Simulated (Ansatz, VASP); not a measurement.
Si: VASP beside Ansatz

```xyz
2
Lattice="0.0000 2.7348 2.7348 2.7348 0.0000 2.7348 2.7348 2.7348 0.0000" Properties=species:S:1:pos:R:3 pbc="T T T"
Si    4.1022    4.1022    4.1022
Si    2.7348    2.7348    2.7348
```

Alike in both runs: functional PBE; k mesh 8 × 8 × 8; occupations gaussian, width 0.02 eV; no spin polarisation.

Ansatz relaxed the structure, and its values are those at the end. VASP's run is a single point on that final structure, the one shown.

|  | VASP | Ansatz |
| --- | --- | --- |
| version | VASP 6.6.1 | Ansatz 0.2.0 |
| potentials or method | VASP PAW PBE potentials, release 64 (Si), cutoff 500 eV | scalar-relativistic, all-electron LAPW |

|  | VASP | Ansatz | Ansatz less VASP |
| --- | --- | --- | --- |
| gap on the k mesh at the Fermi level (eV) | 0.65 | 0.65 | -0.001 |
| least direct gap on the mesh (eV) | 2.56 | 2.55 | -0.004 |
| pressure (GPa) | 0.0 | 0.0 | +0.05 |

Ansatz ran all-electron here, and VASP with PAW potentials.
